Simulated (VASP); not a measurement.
Input of a VASP 6.6.1 run:

The input POSCAR:

```
NiO
1.0
    0.0000000000      2.1133492004      2.1133492004
    2.1133492004      0.0000000000      2.1133492004
    2.1133492004      2.1133492004      0.0000000000
Ni O
1 1
Direct
    0.0000000000      0.0000000000      0.0000000000
    0.5000000000      0.5000000000      0.5000000000
```

The input INCAR.step1:

```
SYSTEM = NiO
ALGO = Normal ; EDIFF = 1E-4
ENCUT = 520 ; GGA = PE
ISMEAR = -1 ; ISPIN = 2
LASPH = .TRUE. ; LCHARG = .FALSE.
LMAXMIX = 4 ; LREAL = .FALSE.
LWAVE = .TRUE. ; MAGMOM = 2 0
NBANDS = 19 ; NELM = 150
PREC = Accurate ; SIGMA = 0.1
```

Contents of INCAR.step2:

```
SYSTEM = NiO
ALGO = Normal ; EDIFF = 1E-7
ENCUT = 520 ; ISIF = 2
ISMEAR = -1 ; ISPIN = 2
ISTART = 1 ; LASPH = .TRUE.
LCHARG = .FALSE. ; LMAXMIX = 4
LMIXTAU = .TRUE. ; LORBIT = 11
LREAL = .FALSE. ; LWAVE = .FALSE.
MAGMOM = 2 0 ; METAGGA = R2SCAN
NBANDS = 19 ; NELM = 150
PREC = Accurate ; SIGMA = 0.1
```

The input KPOINTS:

```
k-points
0
G
  11 11 11
  0 0 0
```

Potentials or basis: VASP PAW PBE potentials, release 64 (Ni, O).

Command:

```bash
$ cat potpaw_PBE.64/Ni/POTCAR potpaw_PBE.64/O/POTCAR > POTCAR
$ cp INCAR.step1 INCAR
$ mpirun -np 1 vasp_std > vasp.out
$ cp INCAR.step2 INCAR
$ mpirun -np 1 vasp_std > vasp.out
```

(1) Estimate the site moments.

(2) What does it give for the pressure?

Answers

(1) Ni +1.70; O +0.27 μB.

(2) -5.5 GPa.

Caveat: the PAW data sets were made with another functional, which shifts forces and pressure a little; a cell with one magnetic atom can't hold antiferromagnetic order, which such compounds often take.
